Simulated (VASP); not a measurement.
# Os (P6/mmm) in VASP: single point with r2SCAN

Aim: the single point of Os with r2SCAN.

All numbers are computed with VASP 6.6.1; they aren't measurements. Logs are shortened: lines on timing, memory, paths and dates and some standing lists are left out, and cuts for length are marked.

## 1. The cell of the first run

The structure is hexagonal, space group P6/mmm (No. 191). Conventional cell: a = 2.608 Å, b = 2.608 Å, c = 2.437 Å, α = 90.00°, β = 90.00°, γ = 120.00°. Within 3.2 Å of Os (site symmetry 6/mmm) lie 8 Os at 2.44 to 2.61 Å.

This isn't the form of Os at room conditions, which is hcp.

## 2. Single point, r2SCAN

Contents of POSCAR:

```
Os
1.0
    2.6082868248      0.0000000000      0.0000000000
   -1.3041434124      2.2588426506      0.0000000000
    0.0000000000      0.0000000000      2.4371180019
Os
1
Direct
    0.0000000000      0.0000000000      0.0000000000
```

Contents of INCAR.step1:

```
  ALGO = Normal
  EDIFF = 1E-5
  ENCUT = 620
  GGA = PE
  GGA_COMPAT = F
  ISMEAR = 0
  LASPH = T
  LCHARG = F
  LREAL = F
  LWAVE = T
  NBANDS = 14
  NELM = 120
  PREC = Accurate
  SIGMA = 0.1
```

Contents of INCAR.step2:

```
  ALGO = Normal
  EDIFF = 1E-6
  ENCUT = 620
  GGA_COMPAT = F
  ISIF = 2
  ISMEAR = 0
  ISTART = 1
  LASPH = T
  LCHARG = F
  LMIXTAU = T
  LREAL = F
  LWAVE = F
  METAGGA = R2SCAN
  NBANDS = 14
  NELM = 120
  PREC = Accurate
  SIGMA = 0.1
```

Contents of KPOINTS:

```
k-points
0
Gamma
  9 9 8
```

Potentials or basis: VASP PAW PBE potentials, release 64 (Os_sv_GW).

Started as:

```bash
> cat potpaw_PBE.64/Os_sv_GW/POTCAR > POTCAR
> cp INCAR.step1 INCAR
> mpirun -np 1 vasp_std > vasp.out
> cp INCAR.step2 INCAR
> mpirun -np 1 vasp_std > vasp.out
```

OUTCAR:

```text
EDIFF = 1E-6
   ENCUT = 620
   ISIF = 2
   ISMEAR = 0
   ISTART = 1
   LASPH = T
   LREAL = F
   METAGGA = R2SCAN
   NELM = 120
   PREC = Accurate

 ion  position               nearest neighbor table
   1  0.000  0.000  0.000-

  LATTYP: Found a hexagonal cell.
 ALAT       =     2.6082868248
 C/A-ratio  =     0.9343750000

  Lattice vectors:

 A1 = (   2.6082868248,   0.0000000000,   0.0000000000)
 A2 = (  -1.3041434124,   2.2588426506,   0.0000000000)
 A3 = (   0.0000000000,   0.0000000000,   2.4371180019)

Analysis of symmetry for initial positions (statically):
=====================================================================
 Subroutine PRICEL returns:
 Original cell was already a primitive cell.

 Routine SETGRP: Setting up the symmetry group for a
 hexagonal supercell.

 Subroutine GETGRP returns: Found 24 space group operations
 (whereof 24 operations were pure point group operations)
 out of a pool of 24 trial point group operations.

The static configuration has the point symmetry D_6h.

Analysis of symmetry for dynamics (positions and initial velocities):
=====================================================================
 Subroutine PRICEL returns:
 Original cell was already a primitive cell.

 Routine SETGRP: Setting up the symmetry group for a
 hexagonal supercell.

 Subroutine GETGRP returns: Found 24 space group operations
 (whereof 24 operations were pure point group operations)
 out of a pool of 24 trial point group operations.

The dynamic configuration has the point symmetry D_6h.

 Subroutine INISYM returns: Found 24 space group operations
 (whereof 24 operations are pure point group operations),
 and found     1 'primitive' translations

----------------------------------------------------------------------------------------

                                     Primitive cell

  volume of cell :      14.3588

  direct lattice vectors                    reciprocal lattice vectors
     2.608286825  0.000000000  0.000000000     0.383393418  0.221352293  0.000000000
    -1.304143412  2.258842651  0.000000000     0.000000000  0.442704586  0.000000000
     0.000000000  0.000000000  2.437118002     0.000000000  0.000000000  0.410320715

  length of vectors
     2.608286825  2.608286825  2.437118002     0.442704586  0.442704586  0.410320715

  position of ions in fractional coordinates (direct lattice)
     0.000000000  0.000000000  0.000000000

  ion indices of the primitive-cell ions
   primitive index   ion index
                 1           1

----------------------------------------------------------------------------------------

 KPOINTS: k-points

Automatic generation of k-mesh.
 Grid dimensions read from file:
 generate k-points for:    9    9    8

 Generating k-lattice:

  Cartesian coordinates                     Fractional coordinates (reciprocal lattice)
     0.042599269  0.024594699  0.000000000     0.111111111  0.000000000  0.000000000
     0.000000000  0.049189398  0.000000000     0.000000000  0.111111111  0.000000000
     0.000000000  0.000000000  0.051290089     0.000000000  0.000000000  0.125000000

  Length of vectors
     0.049189398  0.049189398  0.051290089

  Shift w.r.t. Gamma in fractional coordinates (k-lattice)
     0.000000000  0.000000000  0.000000000

 Subroutine IBZKPT returns following result:
 ===========================================

 Found     60 irreducible k-points:

 Following reciprocal coordinates:
            Coordinates               Weight
  0.000000  0.000000  0.000000      1.000000
  0.111111  0.000000  0.000000      6.000000
  0.222222  0.000000  0.000000      6.000000
  0.333333  0.000000  0.000000      6.000000
  0.444444  0.000000  0.000000      6.000000
  0.111111  0.111111  0.000000      6.000000
[... 16 lines left out ...]
  0.333333  0.222222  0.125000     24.000000
  0.333333  0.333333  0.125000      4.000000
 [... further k-points ...]
   k-points           NKPTS =     60   k-points in BZ     NKDIM =     60   number of bands    NBANDS=     14
   number of dos      NEDOS =    301   number of ions     NIONS =      1
   total plane-waves  NPLWV =  11520
   dimension x,y,z NGX =    24 NGY =   24 NGZ =   20
   dimension x,y,z NGXF=    48 NGYF=   48 NGZF=   40
   ions per type =               1
   NGX,Y,Z   is equivalent  to a cutoff of  15.30, 15.30, 13.64 a.u.
   NGXF,Y,Z  is equivalent  to a cutoff of  30.59, 30.59, 27.29 a.u.
 SYSTEM =  unknown system
   PREC   = accura    normal or accurate (medium, high low for compatibility)
   ISTART =      1    job   : 0-new  1-cont  2-samecut
   ICHARG =      0    charge: 1-file 2-atom 10-const
   ISPIN  =      1    spin polarized calculation?
   LNONCOLLINEAR =      F non collinear calculations
   LSORBIT =      F    spin-orbit coupling
   LASPH  =      T    aspherical Exc in radial PAW
   ENCUT  =  620.0 eV  45.57 Ry    6.75 a.u.   5.30  5.30  4.95*2*pi/ulx,y,z
   NELM   =    120;   NELMIN=  2; NELMDL=  0     # of ELM steps
   EDIFF  = 0.1E-05   stopping-criterion for ELM
   LREAL  =      F    real-space projection
   EDIFFG = 0.1E-04   stopping-criterion for IOM
   NSW    =      0    number of steps for IOM
   IBRION =     -1    ionic relax: 0-MD 1-quasi-New 2-CG
   NFREE  =      0    steps in history (QN), initial steepest desc. (CG)
   ISIF   =      2    stress and relaxation
   ISYM   =      2    0-nonsym 1-usesym 2-fastsym
   POTIM  = 0.5000    time-step for ionic-motion
   TEBEG  =    0.0;   TEEND  =   0.0 temperature during run
   PSTRESS=    0.0 pullay stress
   NELECT =      16.0000    total number of electrons
   NUPDOWN=      -1.0000    fix difference up-down
   EMIN   =  10.00;   EMAX   =-10.00  energy-range for DOS
   EFERMI =   0.00;   METHOD = LEGACY
   ISMEAR =     0;   SIGMA  =   0.10  broadening in eV -4-tet -1-fermi 0-gaus
   EFERMI_NEDOS =   21; number of points for ismear=-14 and -15
   IALGO  =     38    algorithm
   IMIX   =      4    mixing-type and parameters
     AMIX     =   0.40;   BMIX     =  1.00
     AMIX_MAG =   1.60;   BMIX_MAG =  1.00
  volume/ion in A,a.u.               =      14.36        96.90
  Fermi-wavevector in a.u.,A,eV,Ry     =   1.697236  3.207311 39.193072  2.880610
  Thomas-Fermi vector in A             =   2.777954
   LORBIT       =      0    0 simple, 1 ext, 2 COOP (PROOUT), +10 PAW based schemes
   METAGGA = R2SCAN    functional components
   LHFCALC =     F    Hartree Fock is set to
   AEXX    =    0.0000 exact exchange contribution
   IVDW    =     0    specifies the selected vdW correction
   LEPSILON=     F    determine dielectric tensor
   LRPA    =     F    only Hartree local field effects (RPA)
 non-spin polarized calculation
 Gauss-broadening in eV      SIGMA  =   0.10
  energy-cutoff  :      620.00
  volume of cell :       14.36
 maximum number of plane-waves:       525
 NGX is ok and might be reduce to    24
   NGX = 11   NGY = 11   NGZ =  9

 number of electron      16.0000000 magnetization

 Free energy of the ion-electron system (eV)
  ---------------------------------------------------
  ext. energy  EPLUGINS =         0.00000000
  ---------------------------------------------------
  free energy    TOTEN  =       -52.80682700 eV

  energy without entropy =      -52.80053080  energy(sigma->0) =      -52.80367890

 E-fermi :  12.9909     XC(G=0): -15.6250

 val. band max:       12.9559961774   @ k =   0.3333   0.2222   0.0000
 cond. band min:      12.9933651553   @ k =   0.2222   0.0000   0.5000
 fundamental gap:      0.0373689779
 Fermi energy:        12.9909146696

 k-point     1 :       0.0000    0.0000    0.0000
  band No.  band energies     occupation
      1     -75.3747      2.00000
      2     -33.5317      2.00000
      3     -33.5317      2.00000
      4     -33.4286      2.00000
      5       2.1369      2.00000
      6       5.9116      2.00000
      7      10.0834      2.00000
      8      10.0834      2.00000
      9      16.2431      0.00000
     10      16.2431      0.00000
     11      27.3346      0.00000
     12      30.0504      0.00000
     13      35.6761      0.00000
     14      35.6761      0.00000

 k-point     2 :       0.1111    0.0000    0.0000
  band No.  band energies     occupation
      1     -75.3600      2.00000
      2     -33.6909      2.00000
      3     -33.5679      2.00000
      4     -33.4121      2.00000
      5       2.7115      2.00000
      6       6.1478      2.00000
      7       9.5936      2.00000
      8      10.6177      2.00000
      9      15.6342      0.00000
     10      16.1395      0.00000
     11      28.5802      0.00000
     12      31.1966      0.00000
     13      32.9466      0.00000
     14      34.6385      0.00000

 k-point     3 :       0.2222    0.0000    0.0000
  band No.  band energies     occupation
      1     -75.3237      2.00000
      2     -34.0833      2.00000
      3     -33.6591      2.00000
      4     -33.3707      2.00000
      5       4.0812      2.00000
      6       6.6617      2.00000
      7       8.9845      2.00000
      8      12.1327      2.00000
      9      14.3560      0.00000
     10      15.8848      0.00000
     11      28.5543      0.00000
     12      32.1222      0.00000
     13      32.4260      0.00000
     14      33.8639      0.00000
[... 324 lines left out ...]
 k-point    23 :       0.3333    0.2222    0.1250
  band No.  band energies     occupation
      1     -75.2231      2.00000
      2     -34.5970      2.00000
      3     -34.1278      2.00000
      4     -33.5221      2.00000
      5       7.4448      2.00000
      6       8.1701      2.00000
      7       9.4192      2.00000
      8      12.4088      2.00000
      9      13.2549      0.00019
     10      19.8864      0.00000
     11      21.5843      0.00000
     12      25.5658      0.00000
     13      33.7201      0.00000
     14      37.5420      0.00000

 k-point    24 :       0.3333    0.3333    0.1250
  band No.  band energies     occupation
      1     -75.2159      2.00000
      2     -34.4108      2.00000
      3     -34.4108      2.00000
      4     -33.5131      2.00000
      5       8.3056      2.00000
      6       8.8002      2.00000
      7       8.8002      2.00000
      8      12.5067      2.00000
      9      12.5067      2.00000
     10      19.9786      0.00000
     11      22.9962      0.00000
     12      22.9962      0.00000
     13      36.1366      0.00000
     14      36.1366      0.00000

 [... further k-points ...]

------------------------ aborting loop because EDIFF is reached ----------------------------------------

  FORCE on cell =-STRESS in cart. coord.  units (eV):
  Direction    XX          YY          ZZ          XY          YZ          ZX
  --------------------------------------------------------------------------------------
  -------------------------------------------------------------------------------------
  Total        2.7003408      2.7003408      2.1924717      0.0000000     -0.0000000     -0.0000000
  in kB      301.3084256    301.3084255    244.6395621      0.0000000     -0.0000000     -0.0000000
  external PRESSURE =     282.4188044 kB  Pullay stress =       0.0000000 kB

 VOLUME and BASIS-vectors are now :
 -----------------------------------------------------------------------------
  energy-cutoff  :      620.00
  volume of cell :       14.36
      direct lattice vectors                 reciprocal lattice vectors
     2.608286825  0.000000000  0.000000000     0.383393418  0.221352293  0.000000000
    -1.304143412  2.258842651  0.000000000     0.000000000  0.442704586  0.000000000
     0.000000000  0.000000000  2.437118002     0.000000000  0.000000000  0.410320715

 POSITION                                       TOTAL-FORCE (eV/Angst)
 -----------------------------------------------------------------------------------
      0.00000      0.00000      0.00000        -0.000000      0.000000      0.000000
 -----------------------------------------------------------------------------------
    total drift:                               -0.000000     -0.000000     -0.000000

  FREE ENERGIE OF THE ION-ELECTRON SYSTEM (eV)
  ---------------------------------------------------
  free  energy   TOTEN  =       -52.8068269990 eV

  energy  without entropy=      -52.8005307957  energy(sigma->0) =      -52.80367890
```

Wall time 38 s (1 thread of AMD EPYC 9R45 (Zen 5), shared host); peak memory 0.12 GiB.

What came out:

| Quantity | Value |
| --- | --- |
| Free energy | -52.8068 eV |
| Pressure | 28.2 GPa |
| Band gap on the k mesh | zero (bands 8 and 9 overlap by 5.29 eV) |

Stress tensor (GPa, compression positive):
```
30.13  0.00  0.00
 0.00 30.13  0.00
 0.00  0.00 24.46
```

Caveat: the stress differs along the axes, from 24 to 30 GPa; the PAW data sets were made with another functional, which shifts forces and pressure a little; spin-orbit coupling is left out, which moves the levels of the heavy elements.

The gap in the log of VASP goes by the Fermi energy; the results here count the filled bands.